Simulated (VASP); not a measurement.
# CsBr (Pm-3m) in VASP: further runs, part 2 of 2

VASP 6.6.1. The steps go on from the part before.

### 3 Electric field gradients, r2SCAN (21.65 Å³/atom)

This run uses another cell than the first one, of 21.65 Å³/atom.

Input file POSCAR:

```
CsBr
1.0
    3.5116109658      0.0000000000      0.0000000000
    0.0000000000      3.5116109658      0.0000000000
    0.0000000000      0.0000000000      3.5116109658
Cs Br
1 1
Direct
    0.0000000000      0.0000000000      0.0000000000
    0.5000000000      0.5000000000      0.5000000000
```

Input file INCAR.step1:

```
ALGO = Normal
EDIFF = 1E-5
ENCUT = 440
GGA = PE
GGA_COMPAT = False
ISMEAR = -1
LASPH = True
LCHARG = False
LREAL = False
LWAVE = True
NBANDS = 15
NELM = 120
PREC = Accurate
SIGMA = 0.03
```

Input file INCAR.step2:

```
ALGO = Normal
EDIFF = 1E-8
ENCUT = 440
GGA_COMPAT = False
ISIF = 2
ISMEAR = -1
ISTART = 1
LASPH = True
LCHARG = False
LEFG = True
LMIXTAU = True
LREAL = False
LWAVE = False
METAGGA = R2SCAN
NBANDS = 15
NELM = 120
PREC = Accurate
SIGMA = 0.03
```

Input file KPOINTS:

```
k-points
0
Gamma
  7 7 7
```

Potentials or basis: VASP PAW PBE potentials, release 64 (Cs_sv, Br).

On the command line:

```
$ cat potpaw_PBE.64/Cs_sv/POTCAR potpaw_PBE.64/Br/POTCAR > POTCAR
$ cp INCAR.step1 INCAR
$ mpirun -np 1 vasp_std > vasp.out
$ cp INCAR.step2 INCAR
$ mpirun -np 1 vasp_std > vasp.out
```

OUTCAR:

```text
EDIFF = 1E-8
   ENCUT = 440
   ISIF = 2
   ISMEAR = -1
   ISTART = 1
   LASPH = True
   LREAL = False
   METAGGA = R2SCAN
   NELM = 120
   PREC = Accurate

 ion  position               nearest neighbor table
   1  0.000  0.000  0.000-
   2  0.500  0.500  0.500-

  LATTYP: Found a simple cubic cell.
 ALAT       =     3.5116109658

  Lattice vectors:

 A1 = (   3.5116109658,   0.0000000000,   0.0000000000)
 A2 = (   0.0000000000,   3.5116109658,   0.0000000000)
 A3 = (   0.0000000000,   0.0000000000,   3.5116109658)

Analysis of symmetry for initial positions (statically):
=====================================================================
 Subroutine PRICEL returns:
 Original cell was already a primitive cell.

 Routine SETGRP: Setting up the symmetry group for a
 simple cubic supercell.

 Subroutine GETGRP returns: Found 48 space group operations
 (whereof 48 operations were pure point group operations)
 out of a pool of 48 trial point group operations.

The static configuration has the point symmetry O_h .

Analysis of symmetry for dynamics (positions and initial velocities):
=====================================================================
 Subroutine PRICEL returns:
 Original cell was already a primitive cell.

 Routine SETGRP: Setting up the symmetry group for a
 simple cubic supercell.

 Subroutine GETGRP returns: Found 48 space group operations
 (whereof 48 operations were pure point group operations)
 out of a pool of 48 trial point group operations.

The dynamic configuration has the point symmetry O_h .

 Subroutine INISYM returns: Found 48 space group operations
[... 495 lines left out ...]
      6       0.5373      2.00000
      7       0.5373      2.00000
      8       1.0748      2.00000
      9      14.9258      0.00000
     10      16.0966      0.00000
     11      16.0966      0.00000
     12      17.7982      0.00000
     13      17.7982      0.00000
     14      18.7701      0.00000
     15      20.9973      0.00000

------------------------ aborting loop because EDIFF is reached ----------------------------------------

  FORCE on cell =-STRESS in cart. coord.  units (eV):
  Direction    XX          YY          ZZ          XY          YZ          ZX
  --------------------------------------------------------------------------------------
  -------------------------------------------------------------------------------------
  Total       12.7188432     12.7188432     12.7188432      0.0000000      0.0000000     -0.0000000
  in kB      470.5860040    470.5860040    470.5860040      0.0000000      0.0000000     -0.0000000
  external PRESSURE =     470.5860040 kB  Pullay stress =       0.0000000 kB

 VOLUME and BASIS-vectors are now :
 -----------------------------------------------------------------------------
  energy-cutoff  :      440.00
  volume of cell :       43.30
      direct lattice vectors                 reciprocal lattice vectors
     3.511610966  0.000000000  0.000000000     0.284769586  0.000000000  0.000000000
     0.000000000  3.511610966  0.000000000     0.000000000  0.284769586  0.000000000
     0.000000000  0.000000000  3.511610966     0.000000000  0.000000000  0.284769586

 POSITION                                       TOTAL-FORCE (eV/Angst)
 -----------------------------------------------------------------------------------
      0.00000      0.00000      0.00000         0.000000      0.000000      0.000000
      1.75581      1.75581      1.75581         0.000000      0.000000      0.000000
 -----------------------------------------------------------------------------------
    total drift:                                0.000000      0.000000     -0.000000

  FREE ENERGIE OF THE ION-ELECTRON SYSTEM (eV)
  ---------------------------------------------------
  free  energy   TOTEN  =       -39.3166374783 eV

  energy  without entropy=      -39.3166374783  energy(sigma->0) =      -39.31663748

 Electric field gradients (V/A^2)
---------------------------------------------------------------------
 ion       V_xx      V_yy      V_zz      V_xy      V_xz      V_yz
---------------------------------------------------------------------
   1      -0.000    -0.000    -0.000    -0.000    -0.000    -0.000
   2       0.000     0.000    -0.000    -0.000     0.000    -0.000
---------------------------------------------------------------------

 Electric field gradients after diagonalization (V/A^2)
 (convention: |V_zz| > |V_xx| > |V_yy|)
----------------------------------------------------------------------
 ion       V_xx      V_yy      V_zz     asymmetry (V_yy - V_xx)/ V_zz
----------------------------------------------------------------------
   1      -0.000    -0.000    -0.000      -0.181
   2      -0.000     0.000     0.000       1.734
----------------------------------------------------------------------

           NMR quadrupolar parameters

 Cq : quadrupolar parameter    Cq=e*Q*V_zz/h
 eta: asymmetry parameters     (V_yy - V_xx)/ V_zz
 Q  : nuclear electric quadrupole moment in mb (millibarn)
----------------------------------------------------------------------
 ion       Cq(MHz)       eta       Q (mb)
----------------------------------------------------------------------
   1      -0.000      -0.181       1.000
   2       0.000       1.734       1.000
----------------------------------------------------------------------
```

OUTCAR.step1:

```text
EDIFF = 1E-5
   ENCUT = 440
   GGA = PE
   ISMEAR = -1
   LASPH = True
[... 573 lines left out ...]
      0.00000      0.00000      0.00000         0.000000      0.000000      0.000000
      1.75581      1.75581      1.75581         0.000000      0.000000      0.000000
 -----------------------------------------------------------------------------------
    total drift:                                0.000000     -0.000000     -0.000000

  FREE ENERGIE OF THE ION-ELECTRON SYSTEM (eV)
  ---------------------------------------------------
  free  energy   TOTEN  =        -3.0144127123 eV

  energy  without entropy=       -3.0144127123  energy(sigma->0) =       -3.01441271
```

Run time: 63 s. Hardware: 1 thread of Intel Xeon 8259CL, shared host; peak memory 0.15 GiB.

What came out:

```yaml
Free_energy: -39.3166 eV
Pressure: 47.1 GPa
Band_gap_on_the_k_mesh: 3.10 eV
Largest_electric_field_gradient_by_atom: zero within the noise of the run
```

Caveat: the cell stands under pressure; the PAW data sets were made with another functional, which shifts forces and pressure a little; spin-orbit coupling is left out, which moves the levels of the heavy elements; an odd mesh through Γ misses points on the zone boundary, where band edges can lie.

### 4 Electric field gradients, r2SCAN (35.43 Å³/atom)

This run uses another cell than the first one, of 35.43 Å³/atom.

Input file POSCAR:

```
CsBr
1.0
    4.1380875024      0.0000000000      0.0000000000
    0.0000000000      4.1380875024      0.0000000000
    0.0000000000      0.0000000000      4.1380875024
Cs Br
1 1
Direct
    0.0000000000      0.0000000000      0.0000000000
    0.5000000000      0.5000000000      0.5000000000
```

Input file INCAR.step1:

```
PREC = Accurate
ENCUT = 440
ISMEAR = -1
SIGMA = 0.03
LREAL = False
LASPH = True
NELM = 120
NBANDS = 15
GGA = PE
ALGO = Normal
EDIFF = 1E-5
LWAVE = True
LCHARG = False
GGA_COMPAT = False
```

Input file INCAR.step2:

```
PREC = Accurate
ENCUT = 440
EDIFF = 1E-8
ISMEAR = -1
SIGMA = 0.03
LREAL = False
LASPH = True
NELM = 120
ALGO = Normal
ISIF = 2
LWAVE = False
LCHARG = False
METAGGA = R2SCAN
LMIXTAU = True
LEFG = True
NBANDS = 15
ISTART = 1
GGA_COMPAT = False
```

Input file KPOINTS:

```
regular mesh
0
Gamma
  7 7 7
```

Potentials or basis: VASP PAW PBE potentials, release 64 (Cs_sv, Br).

On the command line:

```
$ cat potpaw_PBE.64/Cs_sv/POTCAR potpaw_PBE.64/Br/POTCAR > POTCAR
$ cp INCAR.step1 INCAR
$ mpirun -np 1 vasp_std > vasp.out
$ cp INCAR.step2 INCAR
$ mpirun -np 1 vasp_std > vasp.out
```

OUTCAR:

```text
PREC = Accurate
   ENCUT = 440
   EDIFF = 1E-8
   ISMEAR = -1
   LREAL = False
   LASPH = True
   NELM = 120
   ISIF = 2
   METAGGA = R2SCAN
   ISTART = 1

 ion  position               nearest neighbor table
   1  0.000  0.000  0.000-
   2  0.500  0.500  0.500-

  LATTYP: Found a simple cubic cell.
 ALAT       =     4.1380875024

  Lattice vectors:

 A1 = (   4.1380875024,   0.0000000000,   0.0000000000)
 A2 = (   0.0000000000,   4.1380875024,   0.0000000000)
 A3 = (   0.0000000000,   0.0000000000,   4.1380875024)

Analysis of symmetry for initial positions (statically):
=====================================================================
 Subroutine PRICEL returns:
 Original cell was already a primitive cell.

 Routine SETGRP: Setting up the symmetry group for a
 simple cubic supercell.

 Subroutine GETGRP returns: Found 48 space group operations
 (whereof 48 operations were pure point group operations)
 out of a pool of 48 trial point group operations.
[... 538 lines left out ...]
      direct lattice vectors                 reciprocal lattice vectors
     4.138087502  0.000000000  0.000000000     0.241657529  0.000000000  0.000000000
     0.000000000  4.138087502  0.000000000     0.000000000  0.241657529  0.000000000
     0.000000000  0.000000000  4.138087502     0.000000000  0.000000000  0.241657529

 POSITION                                       TOTAL-FORCE (eV/Angst)
 -----------------------------------------------------------------------------------
      0.00000      0.00000      0.00000         0.000000      0.000000      0.000000
      2.06904      2.06904      2.06904         0.000000      0.000000      0.000000
 -----------------------------------------------------------------------------------
    total drift:                                0.000000      0.000000      0.000000

  FREE ENERGIE OF THE ION-ELECTRON SYSTEM (eV)
  ---------------------------------------------------
  free  energy   TOTEN  =       -42.2416399886 eV

  energy  without entropy=      -42.2416399886  energy(sigma->0) =      -42.24163999

 Electric field gradients (V/A^2)
---------------------------------------------------------------------
 ion       V_xx      V_yy      V_zz      V_xy      V_xz      V_yz
---------------------------------------------------------------------
   1      -0.000    -0.000    -0.000    -0.000     0.000     0.000
   2      -0.000     0.000    -0.000     0.000     0.000    -0.000
---------------------------------------------------------------------

 Electric field gradients after diagonalization (V/A^2)
 (convention: |V_zz| > |V_xx| > |V_yy|)
----------------------------------------------------------------------
 ion       V_xx      V_yy      V_zz     asymmetry (V_yy - V_xx)/ V_zz
----------------------------------------------------------------------
   1      -0.000    -0.000    -0.000      -0.110
   2       0.000    -0.000    -0.000       0.966
----------------------------------------------------------------------

           NMR quadrupolar parameters

 Cq : quadrupolar parameter    Cq=e*Q*V_zz/h
 eta: asymmetry parameters     (V_yy - V_xx)/ V_zz
 Q  : nuclear electric quadrupole moment in mb (millibarn)
----------------------------------------------------------------------
 ion       Cq(MHz)       eta       Q (mb)
----------------------------------------------------------------------
   1      -0.000      -0.110       1.000
   2      -0.000       0.966       1.000
----------------------------------------------------------------------
```

Wall time 1.8 min (1 thread of Intel Xeon 8259CL, shared host); peak memory 0.17 GiB.

What came out:

```yaml
Free_energy: -42.2416 eV
Pressure: 2.9 GPa
Band_gap_on_the_k_mesh: 5.23 eV
Largest_electric_field_gradient_by_atom: zero within the noise of the run
```

Caveat: the PAW data sets were made with another functional, which shifts forces and pressure a little; spin-orbit coupling is left out, which moves the levels of the heavy elements; an odd mesh through Γ misses points on the zone boundary, where band edges can lie.

### 5 Electric field gradients, r2SCAN (39.37 Å³/atom)

This run uses another cell than the first one, of 39.37 Å³/atom.

Input file POSCAR:

```
CsBr
1.0
    4.2860000000      0.0000000000      0.0000000000
    0.0000000000      4.2860000000      0.0000000000
    0.0000000000      0.0000000000      4.2860000000
Cs Br
1 1
Direct
    0.0000000000      0.0000000000      0.0000000000
    0.5000000000      0.5000000000      0.5000000000
```

Input file INCAR.step1:

```
ALGO = Normal ; EDIFF = 1E-5
ENCUT = 440 ; GGA = PE
GGA_COMPAT = False ; ISMEAR = -1
LASPH = True ; LCHARG = False
LREAL = False ; LWAVE = True
NBANDS = 15 ; NELM = 120
PREC = Accurate ; SIGMA = 0.03
```

Input file INCAR.step2:

```
ALGO = Normal ; EDIFF = 1E-8
ENCUT = 440 ; GGA_COMPAT = False
ISIF = 2 ; ISMEAR = -1
ISTART = 1 ; LASPH = True
LCHARG = False ; LEFG = True
LMIXTAU = True ; LREAL = False
LWAVE = False ; METAGGA = R2SCAN
NBANDS = 15 ; NELM = 120
PREC = Accurate ; SIGMA = 0.03
```

Input file KPOINTS:

```
k-points
0
Gamma
  7 7 7
```

Potentials or basis: VASP PAW PBE potentials, release 64 (Cs_sv, Br).

On the command line:

```
$ cat potpaw_PBE.64/Cs_sv/POTCAR potpaw_PBE.64/Br/POTCAR > POTCAR
$ cp INCAR.step1 INCAR
$ mpirun -np 1 vasp_std > vasp.out
$ cp INCAR.step2 INCAR
$ mpirun -np 1 vasp_std > vasp.out
```

OUTCAR:

```text
EDIFF = 1E-8
   ENCUT = 440
   ISIF = 2
   ISMEAR = -1
   ISTART = 1
   LASPH = True
   LREAL = False
   METAGGA = R2SCAN
   NELM = 120
   PREC = Accurate

 ion  position               nearest neighbor table
   1  0.000  0.000  0.000-
   2  0.500  0.500  0.500-

  LATTYP: Found a simple cubic cell.
 ALAT       =     4.2860000000

  Lattice vectors:

 A1 = (   4.2860000000,   0.0000000000,   0.0000000000)
 A2 = (   0.0000000000,   4.2860000000,   0.0000000000)
 A3 = (   0.0000000000,   0.0000000000,   4.2860000000)

Analysis of symmetry for initial positions (statically):
=====================================================================
 Subroutine PRICEL returns:
 Original cell was already a primitive cell.

 Routine SETGRP: Setting up the symmetry group for a
 simple cubic supercell.

 Subroutine GETGRP returns: Found 48 space group operations
 (whereof 48 operations were pure point group operations)
 out of a pool of 48 trial point group operations.
[... 539 lines left out ...]
      direct lattice vectors                 reciprocal lattice vectors
     4.286000000  0.000000000  0.000000000     0.233317779  0.000000000  0.000000000
     0.000000000  4.286000000  0.000000000     0.000000000  0.233317779  0.000000000
     0.000000000  0.000000000  4.286000000     0.000000000  0.000000000  0.233317779

 POSITION                                       TOTAL-FORCE (eV/Angst)
 -----------------------------------------------------------------------------------
      0.00000      0.00000      0.00000         0.000000      0.000000      0.000000
      2.14300      2.14300      2.14300         0.000000      0.000000      0.000000
 -----------------------------------------------------------------------------------
    total drift:                                0.000000      0.000000     -0.000000

  FREE ENERGIE OF THE ION-ELECTRON SYSTEM (eV)
  ---------------------------------------------------
  free  energy   TOTEN  =       -42.3204660679 eV

  energy  without entropy=      -42.3204660679  energy(sigma->0) =      -42.32046607

 Electric field gradients (V/A^2)
---------------------------------------------------------------------
 ion       V_xx      V_yy      V_zz      V_xy      V_xz      V_yz
---------------------------------------------------------------------
   1      -0.000     0.000    -0.000     0.000    -0.000    -0.000
   2      -0.000    -0.000     0.000    -0.000    -0.000    -0.000
---------------------------------------------------------------------

 Electric field gradients after diagonalization (V/A^2)
 (convention: |V_zz| > |V_xx| > |V_yy|)
----------------------------------------------------------------------
 ion       V_xx      V_yy      V_zz     asymmetry (V_yy - V_xx)/ V_zz
----------------------------------------------------------------------
   1      -0.000     0.000    -0.000      -0.441
   2      -0.000    -0.000     0.000       0.050
----------------------------------------------------------------------

           NMR quadrupolar parameters

 Cq : quadrupolar parameter    Cq=e*Q*V_zz/h
 eta: asymmetry parameters     (V_yy - V_xx)/ V_zz
 Q  : nuclear electric quadrupole moment in mb (millibarn)
----------------------------------------------------------------------
 ion       Cq(MHz)       eta       Q (mb)
----------------------------------------------------------------------
   1      -0.000      -0.441       1.000
   2       0.000       0.050       1.000
----------------------------------------------------------------------
```

OUTCAR.step1:

```text
EDIFF = 1E-5
   ENCUT = 440
   GGA = PE
   ISMEAR = -1
   LASPH = True
[... 574 lines left out ...]
      0.00000      0.00000      0.00000         0.000000      0.000000      0.000000
      2.14300      2.14300      2.14300         0.000000      0.000000      0.000000
 -----------------------------------------------------------------------------------
    total drift:                                0.000000      0.000000     -0.000000

  FREE ENERGIE OF THE ION-ELECTRON SYSTEM (eV)
  ---------------------------------------------------
  free  energy   TOTEN  =        -6.0043219300 eV

  energy  without entropy=       -6.0043219299  energy(sigma->0) =       -6.00432193
```

It took 2.2 min on 1 thread of Intel Xeon 8259CL, shared host; peak memory 0.18 GiB.

Results:

```
Free energy                             : -42.3205 eV
Pressure                                : 0.5 GPa
Band gap on the k mesh                  : 5.29 eV
Largest electric field gradient by atom : zero within the noise of the run
```

Caveat: the PAW data sets were made with another functional, which shifts forces and pressure a little; spin-orbit coupling is left out, which moves the levels of the heavy elements; an odd mesh through Γ misses points on the zone boundary, where band edges can lie.

### 6 The runs side by side

| cell | gap on the mesh (eV) | pressure (GPa) |
| --- | --- | --- |
| a = 3.402 Å, 2 atoms | 2.32 | 68.1 |
| a = 3.512 Å, 2 atoms | 3.10 | 47.1 |
| a = 4.138 Å, 2 atoms | 5.23 | 2.9 |
| a = 4.286 Å, 2 atoms | 5.29 | 0.5 |

Alike in all rows: task electric field gradients; level r2SCAN; potentials or basis VASP PAW PBE potentials, release 64 (Cs_sv, Br); no spin polarisation; k mesh 7 × 7 × 7; cutoff (eV) 440; smearing fermi-dirac 0.03 eV.

Caveats: the PAW data sets were made with another functional, which shifts forces and pressure a little; spin-orbit coupling is left out, which moves the levels of the heavy elements; an odd mesh through Γ misses points on the zone boundary, where band edges can lie; the cell stands under pressure (at least some runs).

Absolute energies hang on the potentials; compare differences alone.
